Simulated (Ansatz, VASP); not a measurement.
Two plane-wave programs on Co

The input INCAR:

```
SYSTEM = Co
  PREC = Accurate
  ENCUT = 600
  EDIFF = 1E-6
  ISMEAR = -1
  SIGMA = 0.1
  LREAL = .False.
  LASPH = .True.
  NELM = 200
  ALGO = Normal
  ISIF = 2
  LWAVE = .False.
  LCHARG = .False.
  ISPIN = 2
  MAGMOM = 1.95
  LORBIT = 11
  LMAXMIX = 4
  GGA = PE
  NBANDS = 14
  GGA_COMPAT = .False.
```

KPOINTS

```
regular mesh
0
Gamma
  8 8 8
  0 0 0
```

POSCAR

```
Co
1.0
    0.0000000000      1.7829670000      1.7829670000
    1.7829670000      0.0000000000      1.7829670000
    1.7829670000      1.7829670000      0.0000000000
Co
1
Direct
    0.0000000000      0.0000000000      0.0000000000
```

Input for Ansatz:

```yaml
crystal:
  lattice:
    - [0, 1.782967, 1.782967]
    - [1.782967, 0, 1.782967]
    - [1.782967, 1.782967, 0]
  atoms:
    - { symbol: Co, position: [0, 0, 0] }
kpoints:
  mp_grid: { grid: [8, 8, 8], shift: [0, 0, 0] }
hamiltonian:
  xc: pbe
  pseudopotentials: { kind: nc }
scf:
  occupations: { method: fermi_dirac }
  algorithm: direct_min
magnetization:
  spin_polarized: true
```

Alike in both runs: task single point; functional PBE; k mesh 8 × 8 × 8; collinear spin.

|  | VASP | Ansatz |
| --- | --- | --- |
| version | VASP 6.6.1 | Ansatz 0.2 development build |
| potentials or method | VASP PAW PBE potentials, release 64 (Co) | scalar-relativistic |
| plane-wave cutoff (eV) | 600 | 1306 |
| occupations | fermi-dirac, width 0.1 eV | fermi-dirac |

```tsv
	VASP	Ansatz	Ansatz less VASP
net moment per atom (μB)	1.70	1.70	+0.004
size of the moment on the site where the two differ most (μB)	1.72	1.77	+0.052
```

Site moments also hang on the region over which each program counts them.

The k mesh is coarse, so the values compare programs but aren't converged.
